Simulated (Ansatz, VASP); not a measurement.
One calculation of Fe, two programs

```
Fe
1.0
    -1.34308    1.34308    1.44731
     1.34308   -1.34308    1.44731
     1.34308    1.34308   -1.44731
Fe
1
Cartesian
  0.0000 0.0000 0.0000
```

Alike in both runs: task single point; functional PBE; k mesh 12 × 12 × 12; occupations gaussian, width 0.15 eV; collinear spin.

|  | VASP | Ansatz |
| --- | --- | --- |
| version | VASP 6.6.1 | Ansatz 0.2.0 |
| potentials or method | VASP PAW PBE potentials, release 64 (Fe), cutoff 520 eV | scalar-relativistic, plane waves, PAW |
| valence electrons in the cell | 8 | 16 |

|  | VASP | Ansatz | Ansatz less VASP |
| --- | --- | --- | --- |
| gap on the k mesh at the Fermi level (eV) | none | none | - |
| pressure (GPa) | 19.4 | 19.9 | +0.47 |
| traceless stress, the component that is largest in VASP (GPa) | -7.44 | -7.51 | -0.077 |
| net moment per atom (μB) | 2.03 | 2.02 | -0.010 |
| size of the moment on the site where the two differ most (μB) | 2.02 | 2.05 | +0.035 |

Site moments also hang on the region over which each program counts them. A gap of «none» marks a metal or a gap that the smearing closes. VASP's potentials hold 8 valence electrons a cell and Ansatz's 16, so a difference there can come from the potentials and not from the codes.
